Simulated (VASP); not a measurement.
# Hf (P6_3/mmc) in VASP: further runs

The runs below take Hf through single point, with PBEsol.

All numbers are computed with VASP 6.6.1; they aren't measurements. Logs are shortened: lines on timing, memory, paths and dates and some standing lists are left out, and cuts for length are marked.

### 1 The cell of the first run

Symmetry: P6_3/mmc, No. 194, hexagonal system. The conventional cell has a = 3.042 Å, b = 3.042 Å, c = 5.371 Å, α = 90.00°, β = 90.00°, γ = 120.00°. Within 4.0 Å of Hf (site symmetry -6m2) lie 12 Hf at 3.04 to 3.21 Å.

### 2 Single point, PBEsol

Contents of INCAR:

```
  PREC = Accurate
  ENCUT = 520
  EDIFF = 1E-6
  ISMEAR = 0
  SIGMA = 0.15
  LREAL = False
  LASPH = True
  NELM = 60
  ALGO = Fast
  ISIF = 2
  LWAVE = False
  LCHARG = False
  GGA = PS
  NBANDS = 17
```

Contents of KPOINTS:

```
regular mesh
0
Gamma
  18 18 10
```

Contents of POSCAR:

```
Hf
1.0
    3.0417588492      0.0000000000      0.0000000000
   -1.5208794246      2.6342404356      0.0000000000
    0.0000000000      0.0000000000      5.3709413284
Hf
2
Direct
    0.3333333333      0.6666666667      0.2500000000
    0.6666666667      0.3333333333      0.7500000000
```

Potentials or basis: VASP PAW PBE potentials, release 64 (Hf_pv).

The run is started by

```sh
$ cat potpaw_PBE.64/Hf_pv/POTCAR > POTCAR
$ mpirun -np 1 vasp_std > vasp.out
```

OUTCAR:

```text
PREC = Accurate
   ENCUT = 520
   EDIFF = 1E-6
   ISMEAR = 0
   LREAL = False
   LASPH = True
   NELM = 60
   ISIF = 2
   GGA = PS

 ion  position               nearest neighbor table
   1  0.333  0.667  0.250-   2 3.21   2 3.21   2 3.21   2 3.21   2 3.21   2 3.21
   2  0.667  0.333  0.750-   1 3.21   1 3.21   1 3.21   1 3.21   1 3.21   1 3.21

  LATTYP: Found a hexagonal cell.
 ALAT       =     3.0417588492
 C/A-ratio  =     1.7657354165

  Lattice vectors:

 A1 = (   3.0417588492,   0.0000000000,   0.0000000000)
 A2 = (  -1.5208794246,   2.6342404356,   0.0000000000)
 A3 = (   0.0000000000,   0.0000000000,   5.3709413284)

Analysis of symmetry for initial positions (statically):
=====================================================================
 Subroutine PRICEL returns:
 Original cell was already a primitive cell.

 Routine SETGRP: Setting up the symmetry group for a
 hexagonal supercell.

 Subroutine GETGRP returns: Found 24 space group operations
 (whereof 12 operations were pure point group operations)
 out of a pool of 24 trial point group operations.

The static configuration has the point symmetry D_3d.
 The point group associated with its full space group is D_6h.

Analysis of symmetry for dynamics (positions and initial velocities):
=====================================================================
 Subroutine PRICEL returns:
 Original cell was already a primitive cell.

 Routine SETGRP: Setting up the symmetry group for a
 hexagonal supercell.

 Subroutine GETGRP returns: Found 24 space group operations
 (whereof 12 operations were pure point group operations)
 out of a pool of 24 trial point group operations.

The dynamic configuration has the point symmetry D_3d.
 The point group associated with its full space group is D_6h.

 Subroutine INISYM returns: Found 24 space group operations
 (whereof 12 operations are pure point group operations),
 and found     1 'primitive' translations

----------------------------------------------------------------------------------------

                                     Primitive cell

  volume of cell :      43.0359

  direct lattice vectors                    reciprocal lattice vectors
     3.041758849  0.000000000  0.000000000     0.328757160  0.189808035  0.000000000
    -1.520879425  2.634240436  0.000000000     0.000000000  0.379616069  0.000000000
     0.000000000  0.000000000  5.370941328     0.000000000  0.000000000  0.186187102

  length of vectors
     3.041758849  3.041758849  5.370941328     0.379616069  0.379616069  0.186187102

  position of ions in fractional coordinates (direct lattice)
     0.333333333  0.666666667  0.250000000
     0.666666667  0.333333333  0.750000000

  ion indices of the primitive-cell ions
   primitive index   ion index
                 1           1
                 2           2

----------------------------------------------------------------------------------------

 KPOINTS: regular mesh

Automatic generation of k-mesh.
 Grid dimensions read from file:
 generate k-points for:   18   18   10

 Generating k-lattice:

  Cartesian coordinates                     Fractional coordinates (reciprocal lattice)
     0.018264287  0.010544891  0.000000000     0.055555556  0.000000000  0.000000000
     0.000000000  0.021089782  0.000000000     0.000000000  0.055555556  0.000000000
     0.000000000  0.000000000  0.018618710     0.000000000  0.000000000  0.100000000

  Length of vectors
     0.021089782  0.021089782  0.018618710

  Shift w.r.t. Gamma in fractional coordinates (k-lattice)
     0.000000000  0.000000000  0.000000000

 Subroutine IBZKPT returns following result:
 ===========================================

 Found    222 irreducible k-points:

 Following reciprocal coordinates:
            Coordinates               Weight
  0.000000  0.000000  0.000000      1.000000
  0.055556  0.000000  0.000000      6.000000
  0.111111  0.000000  0.000000      6.000000
  0.166667  0.000000  0.000000      6.000000
  0.222222 -0.000000  0.000000      6.000000
  0.277778  0.000000  0.000000      6.000000
[... 16 lines left out ...]
  0.333333  0.111111  0.000000     12.000000
  0.388889  0.111111  0.000000     12.000000
 [... further k-points ...]
   k-points           NKPTS =    222   k-points in BZ     NKDIM =    222   number of bands    NBANDS=     17
   number of dos      NEDOS =    301   number of ions     NIONS =      2
   total plane-waves  NPLWV =  23040
   dimension x,y,z NGX =    24 NGY =   24 NGZ =   40
   dimension x,y,z NGXF=    48 NGYF=   48 NGZF=   80
   ions per type =               2
   NGX,Y,Z   is equivalent  to a cutoff of  13.12, 13.12, 12.38 a.u.
   NGXF,Y,Z  is equivalent  to a cutoff of  26.23, 26.23, 24.76 a.u.
 SYSTEM =  unknown system
   PREC   = accura    normal or accurate (medium, high low for compatibility)
   ISTART =      0    job   : 0-new  1-cont  2-samecut
   ICHARG =      2    charge: 1-file 2-atom 10-const
   ISPIN  =      1    spin polarized calculation?
   LNONCOLLINEAR =      F non collinear calculations
   LSORBIT =      F    spin-orbit coupling
   LASPH  =      T    aspherical Exc in radial PAW
   ENCUT  =  520.0 eV  38.22 Ry    6.18 a.u.   5.66  5.66  9.99*2*pi/ulx,y,z
   NELM   =     60;   NELMIN=  2; NELMDL= -5     # of ELM steps
   EDIFF  = 0.1E-05   stopping-criterion for ELM
   LREAL  =      F    real-space projection
   EDIFFG = 0.1E-04   stopping-criterion for IOM
   NSW    =      0    number of steps for IOM
   IBRION =     -1    ionic relax: 0-MD 1-quasi-New 2-CG
   NFREE  =      0    steps in history (QN), initial steepest desc. (CG)
   ISIF   =      2    stress and relaxation
   ISYM   =      2    0-nonsym 1-usesym 2-fastsym
   POTIM  = 0.5000    time-step for ionic-motion
   TEBEG  =    0.0;   TEEND  =   0.0 temperature during run
   PSTRESS=    0.0 pullay stress
   NELECT =      20.0000    total number of electrons
   NUPDOWN=      -1.0000    fix difference up-down
   EMIN   =  10.00;   EMAX   =-10.00  energy-range for DOS
   EFERMI =   0.00;   METHOD = LEGACY
   ISMEAR =     0;   SIGMA  =   0.15  broadening in eV -4-tet -1-fermi 0-gaus
   EFERMI_NEDOS =   21; number of points for ismear=-14 and -15
   IALGO  =     68    algorithm
   IMIX   =      4    mixing-type and parameters
     AMIX     =   0.40;   BMIX     =  1.00
     AMIX_MAG =   1.60;   BMIX_MAG =  1.00
  volume/ion in A,a.u.               =      21.52       145.21
  Fermi-wavevector in a.u.,A,eV,Ry     =   1.268064  2.396294 21.877994  1.607987
  Thomas-Fermi vector in A             =   2.401179
   LORBIT       =      0    0 simple, 1 ext, 2 COOP (PROOUT), +10 PAW based schemes
   GGA     = PS    functional components
   LHFCALC =     F    Hartree Fock is set to
   AEXX    =    0.0000 exact exchange contribution
   IVDW    =     0    specifies the selected vdW correction
   LEPSILON=     F    determine dielectric tensor
   LRPA    =     F    only Hartree local field effects (RPA)
 non-spin polarized calculation
 RMM-DIIS sequential band-by-band and
 Gauss-broadening in eV      SIGMA  =   0.15
  energy-cutoff  :      520.00
  volume of cell :       43.04
 maximum number of plane-waves:      1184
 NGX is ok and might be reduce to    24

 number of electron      20.0000003 magnetization

 Free energy of the ion-electron system (eV)
  ---------------------------------------------------
  ext. energy  EPLUGINS =         0.00000000
  ---------------------------------------------------
  free energy    TOTEN  =       -20.88700905 eV

  energy without entropy =      -20.86712523  energy(sigma->0) =      -20.87706714

 E-fermi :   4.9697     XC(G=0): -11.5641

 val. band max:        4.9545532338   @ k =   0.3333   0.2222   0.5000
 cond. band min:       4.9754878376   @ k =   0.0000   0.0000   0.0000
 fundamental gap:      0.0209346038
 Fermi energy:         4.9697138688

 k-point     1 :       0.0000    0.0000    0.0000
  band No.  band energies     occupation
      1     -25.8270      2.00000
      2     -25.0613      2.00000
      3     -24.9752      2.00000
      4     -24.9752      2.00000
      5     -24.8968      2.00000
      6     -24.8968      2.00000
[... 9 lines left out ...]
     16       8.6574      0.00000
     17      10.7773      0.00000

 k-point     2 :       0.0556    0.0000    0.0000
  band No.  band energies     occupation
      1     -25.8178      2.00000
      2     -25.0626      2.00000
      3     -25.0038      2.00000
      4     -24.9831      2.00000
      5     -24.9263      2.00000
      6     -24.9019      2.00000
[... 9 lines left out ...]
     16       8.5512      0.00000
     17      10.8578      0.00000

 k-point     3 :       0.1111    0.0000    0.0000
  band No.  band energies     occupation
      1     -25.7912      2.00000
      2     -25.0861      2.00000
      3     -25.0665      2.00000
      4     -25.0100      2.00000
      5     -25.0054      2.00000
      6     -24.9168      2.00000
[... 9 lines left out ...]
     16       8.2815      0.00000
     17      10.9722      0.00000

 k-point     4 :       0.1667    0.0000    0.0000
  band No.  band energies     occupation
      1     -25.7488      2.00000
      2     -25.2111      2.00000
      3     -25.1350      2.00000
      4     -25.0739      2.00000
      5     -25.0389      2.00000
      6     -24.9401      2.00000
[... 9 lines left out ...]
     16       7.9350      0.00000
     17      11.1083      0.00000

 k-point     5 :       0.2222   -0.0000    0.0000
  band No.  band energies     occupation
      1     -25.6939      2.00000
      2     -25.3628      2.00000
      3     -25.2834      2.00000
      4     -25.0857      2.00000
      5     -25.0790      2.00000
      6     -24.9692      2.00000
[... 9 lines left out ...]
     16       8.5666      0.00000
     17      11.2083      0.00000

 k-point     6 :       0.2778    0.0000    0.0000
  band No.  band energies     occupation
      1     -25.6306      2.00000
      2     -25.5220      2.00000
      3     -25.4360      2.00000
      4     -25.1208      2.00000
      5     -25.1029      2.00000
      6     -25.0006      2.00000
[... 9 lines left out ...]
     16       9.3716      0.00000
     17      11.2638      0.00000

 k-point     7 :       0.3333    0.0000    0.0000
  band No.  band energies     occupation
      1     -25.6692      2.00000
      2     -25.5752      2.00000
      3     -25.5641      2.00000
      4     -25.1594      2.00000
      5     -25.1258      2.00000
      6     -25.0302      2.00000
[... 9 lines left out ...]
     16      10.2624      0.00000
     17      11.2839      0.00000

 k-point     8 :       0.3889   -0.0000    0.0000
  band No.  band energies     occupation
      1     -25.7873      2.00000
      2     -25.6860      2.00000
      3     -25.5014      2.00000
      4     -25.1904      2.00000
      5     -25.1528      2.00000
      6     -25.0544      2.00000
[... 9 lines left out ...]
     16      11.1488      0.00000
     17      11.2839      0.00000
[... 203 lines left out ...]
      1     -25.7245      2.00000
      2     -25.2554      2.00000
      3     -25.2177      2.00000
      4     -25.0787      2.00000
      5     -25.0489      2.00000
      6     -24.9715      2.00000
[... 9 lines left out ...]
     16       8.2961      0.00000
     17      10.9515      0.00000

 k-point    20 :       0.1667    0.1111    0.0000
  band No.  band energies     occupation
      1     -25.6715      2.00000
      2     -25.3831      2.00000
      3     -25.3470      2.00000
      4     -25.0971      2.00000
      5     -25.0912      2.00000
      6     -25.0119      2.00000
[... 9 lines left out ...]
     16       9.0459      0.00000
     17      10.9236      0.00000

 k-point    21 :       0.2222    0.1111    0.0000
  band No.  band energies     occupation
      1     -25.6101      2.00000
      2     -25.5252      2.00000
      3     -25.4705      2.00000
      4     -25.1522      2.00000
      5     -25.1092      2.00000
      6     -25.0527      2.00000
[... 9 lines left out ...]
     16       9.9342      0.00000
     17      10.8918      0.00000

 k-point    22 :       0.2778    0.1111    0.0000
  band No.  band energies     occupation
      1     -25.6579      2.00000
      2     -25.5822      2.00000
      3     -25.5454      2.00000
      4     -25.2046      2.00000
      5     -25.1329      2.00000
      6     -25.0903      2.00000
[... 9 lines left out ...]
     16      10.8509      0.00000
     17      10.9049      0.00000

 k-point    23 :       0.3333    0.1111    0.0000
  band No.  band energies     occupation
      1     -25.7643      2.00000
      2     -25.6717      2.00000
      3     -25.4837      2.00000
      4     -25.2469      2.00000
      5     -25.1610      2.00000
      6     -25.1207      2.00000
[... 9 lines left out ...]
     16      10.8086      0.00000
     17      11.8826      0.00000

 k-point    24 :       0.3889    0.1111    0.0000
  band No.  band energies     occupation
      1     -25.8328      2.00000
      2     -25.7296      2.00000
      3     -25.4349      2.00000
      4     -25.2743      2.00000
      5     -25.1878      2.00000
      6     -25.1405      2.00000
[... 9 lines left out ...]
     16      11.0031      0.00000
     17      12.6995      0.00000

 [... further k-points ...]

------------------------ aborting loop because EDIFF is reached ----------------------------------------

  FORCE on cell =-STRESS in cart. coord.  units (eV):
  Direction    XX          YY          ZZ          XY          YZ          ZX
  --------------------------------------------------------------------------------------
  -------------------------------------------------------------------------------------
  Total        1.1065839      1.1065839     -2.1446198      0.0000000     -0.0000000      0.0000000
  in kB       41.1968810     41.1968810    -79.8417968      0.0000000     -0.0000000      0.0000000
  external PRESSURE =       0.8506551 kB  Pullay stress =       0.0000000 kB

 VOLUME and BASIS-vectors are now :
 -----------------------------------------------------------------------------
  energy-cutoff  :      520.00
  volume of cell :       43.04
      direct lattice vectors                 reciprocal lattice vectors
     3.041758849  0.000000000  0.000000000     0.328757160  0.189808035  0.000000000
    -1.520879425  2.634240436  0.000000000     0.000000000  0.379616069  0.000000000
     0.000000000  0.000000000  5.370941328     0.000000000  0.000000000  0.186187102

 POSITION                                       TOTAL-FORCE (eV/Angst)
 -----------------------------------------------------------------------------------
     -0.00000      1.75616      1.34274        -0.000000      0.000000      0.000000
      1.52088      0.87808      4.02821         0.000000      0.000000      0.000000
 -----------------------------------------------------------------------------------
    total drift:                                0.000000     -0.000000      0.000000

  FREE ENERGIE OF THE ION-ELECTRON SYSTEM (eV)
  ---------------------------------------------------
  free  energy   TOTEN  =       -20.8870090485 eV

  energy  without entropy=      -20.8671252319  energy(sigma->0) =      -20.87706714
```

Wall time 2 min (1 thread of Intel Xeon Platinum 8375C at 2.90GHz (Ice Lake), shared host); peak memory 0.26 GiB.

What came out:

```
Free energy            : -20.8870 eV
Pressure               : 0.1 GPa
Band gap on the k mesh : zero (band 10 reaches 5.42 eV, above the bottom of band 11 at 4.58 eV)
```

Levels at points of the mesh, in eV from the Fermi level:
| k point | band 7 | band 8 | band 9 | band 10 | band 11 | band 12 | band 13 | band 14 |
| --- | --- | --- | --- | --- | --- | --- | --- | --- |
| (0.00, 0.00, 0.00) | -7.46 | -4.10 | 0.01 | 0.44 | 1.45 | 1.45 | 2.03 | 2.03 |
| (0.50, 0.00, 0.00) | -3.29 | -2.89 | -2.45 | -0.21 | 0.36 | 1.21 | 1.62 | 6.30 |
| (0.00, 0.00, 0.50) | -5.73 | -5.73 | -0.38 | -0.38 | 1.50 | 1.50 | 1.50 | 1.50 |
| (0.50, 0.00, 0.50) | -3.48 | -3.48 | -1.34 | -1.34 | 1.53 | 1.53 | 3.28 | 3.28 |

Caveat: the cell differs from its parent crystal (strain +e along x and -e along y +0.0000, strain +e along z and -e/2 along x and y +0.0750); the PAW data sets were made with another functional, which shifts forces and pressure a little; spin-orbit coupling is left out, which moves the levels of the heavy elements.

### 3 Single point, PBEsol

This run uses another cell than the first one, of the same volume but with other edges.

Contents of INCAR:

```
PREC     = Accurate       # precision mode
ENCUT    = 520            # plane-wave cutoff, eV
EDIFF    = 1E-6           # SCF threshold, eV
ISMEAR   = 0              # smearing method
SIGMA    = 0.15           # smearing width, eV
LREAL    = F              # projectors in reciprocal space
LASPH    = T              # aspherical terms in the spheres
NELM     = 100            # most SCF steps
ALGO     = Fast           # electronic algorithm
ISIF     = 2              # what is computed and relaxed
LWAVE    = F              # write WAVECAR
LCHARG   = F              # write CHGCAR
GGA      = PS             # functional
NBANDS   = 17             # bands
```

KPOINTS is that of step 2.

Contents of POSCAR:

```
Hf
1.0
    3.2787790192      0.0000000000      0.0000000000
   -1.6393895096      2.8395059240      0.0000000000
    0.0000000000      0.0000000000      4.6215076546
Hf
2
Direct
    0.3333333333      0.6666666667      0.2500000000
    0.6666666667      0.3333333333      0.7500000000
```

Potentials or basis: VASP PAW PBE potentials, release 64 (Hf_pv).

The run is started by

```sh
$ cat potpaw_PBE.64/Hf_pv/POTCAR > POTCAR
$ mpirun -np 1 vasp_std > vasp.out
```

Run time: 2.1 min. Hardware: 1 thread of Intel Xeon Platinum 8375C at 2.90GHz (Ice Lake), shared host; peak memory 0.25 GiB.

The run converged. Its results:

| Property | Result |
| --- | --- |
| Free energy | -20.8631 eV |
| Pressure | 1.1 GPa |
| Band gap on the k mesh | zero (band 10 reaches 6.15 eV, above the bottom of band 11 at 4.63 eV) |

Stress tensor (GPa, compression positive):
```
-3.57  0.00  0.00
 0.00 -3.57  0.00
 0.00  0.00 10.49
```

Levels at points of the mesh, in eV from the Fermi level:
```
           k point  band 6  band 7  band 8  band 9  band 10  band 11  band 12  band 13  band 14  band 15
(0.00, 0.00, 0.00)  -29.97   -7.51   -3.67    0.86     0.86     1.78     1.78     1.92     2.05     2.05
(0.50, 0.00, 0.00)  -30.12   -3.57   -2.97   -2.11    -1.15     0.02     1.63     2.44     5.24     6.14
(0.00, 0.00, 0.50)  -30.21   -5.10   -5.10    0.45     0.45     0.45     0.45     0.72     0.72     5.15
(0.50, 0.00, 0.50)  -30.19   -3.51   -3.51   -0.72    -0.72     1.30     1.30     2.18     2.18     5.78
```

Caveat: the cell differs from its parent crystal (strain +e along x and -e along y +0.0000, strain +e along z and -e/2 along x and y -0.0750); the PAW data sets were made with another functional, which shifts forces and pressure a little; spin-orbit coupling is left out, which moves the levels of the heavy elements.
